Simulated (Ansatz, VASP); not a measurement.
## FeCo3: VASP beside Ansatz

```
Fe Co
1.0
     3.46489    0.00000    0.00000
     0.00000    3.46489    0.00000
     0.00000    0.00000    3.46489
Fe Co
1 3
Direct
  0.00000 0.00000 0.00000
  0.50000 0.50000 0.00000
  0.50000 0.00000 0.50000
  0.00000 0.50000 0.50000
```

Alike in both runs: task single point; functional r2SCAN; k mesh 12 × 12 × 12; occupations gaussian, width 0.1 eV; collinear spin.

```csv
,VASP,Ansatz
version,VASP 6.6.1,Ansatz 0.2.0
potentials or method,"VASP PAW PBE potentials, release 64 (Fe, Co), cutoff 520 eV","scalar-relativistic, plane waves, PAW"
valence electrons in the cell,35,67
```

VASP gave:

* gap on the k mesh at the Fermi level (eV): none
* pressure (GPa): 13.8
* net moment per atom (μB): 1.97
* size of the moment on the site where the two differ most (μB): 1.76

Estimate Ansatz's values.

gap on the k mesh at the Fermi level (eV): none; pressure (GPa): 13.9; net moment per atom (μB): 1.97; size of the moment on the site where the two differ most (μB): 1.84.

VASP's potentials were made for PBE, not for r2SCAN. Site moments also hang on the region over which each program counts them. A gap of «none» marks a metal or a gap that the smearing closes. VASP's potentials hold 35 valence electrons a cell and Ansatz's 67, so a difference there can come from the potentials and not from the codes. Ansatz's warnings: stability check not made.
